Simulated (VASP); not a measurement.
MgSnSb2, 4 atoms in the cell. Symmetry: P-4m2, No. 115, tetragonal system. The conventional cell has a = 4.600 Å, b = 4.600 Å, c = 6.555 Å, α = 90.00°, β = 90.00°, γ = 90.00°. Within 3.7 Å of Mg (site symmetry -4m2) lie 4 Sb at 2.80 Å. Sb (site symmetry 2mm) has 2 Mg at 2.80 Å and 2 Sn at 2.85 Å within 3.7 Å. Within 3.8 Å of Sn (site symmetry -4m2) lie 4 Sb at 2.85 Å. 

| Item | Value |
| --- | --- |
| Program | VASP 6.6.1 |
| Task | single point |
| Functional | r2SCAN |
| Potentials or basis | VASP PAW PBE potentials, release 64 (Mg, Sb, Sn_d) |
| Cutoff | 520 eV |
| k mesh | 4 × 4 × 4 |
| Occupations | fermi-dirac, width 0.02 eV |
| Spin | no spin polarisation |
| Dipole correction | no |
| Further INCAR settings | ALGO = Normal; EDIFF = 1e-07; NBANDS = 21 |

Potentials or basis: VASP PAW PBE potentials, release 64 (Mg, Sb, Sn_d).

The run is started by

```console
$ cat potpaw_PBE.64/Mg/POTCAR potpaw_PBE.64/Sb/POTCAR potpaw_PBE.64/Sn_d/POTCAR > POTCAR
$ cp INCAR.step1 INCAR
$ mpirun -np 1 vasp_std > vasp.out
$ cp INCAR.step2 INCAR
$ mpirun -np 1 vasp_std > vasp.out
```

Hardware: 1 thread of Intel Xeon 8259CL (shared host).

Task: Estimate the wall time of this run.

Result: Wall time 5.1 min on 1 thread of Intel Xeon 8259CL, with other jobs on the host, peak memory 0.29 GiB. Counts: k points 18.
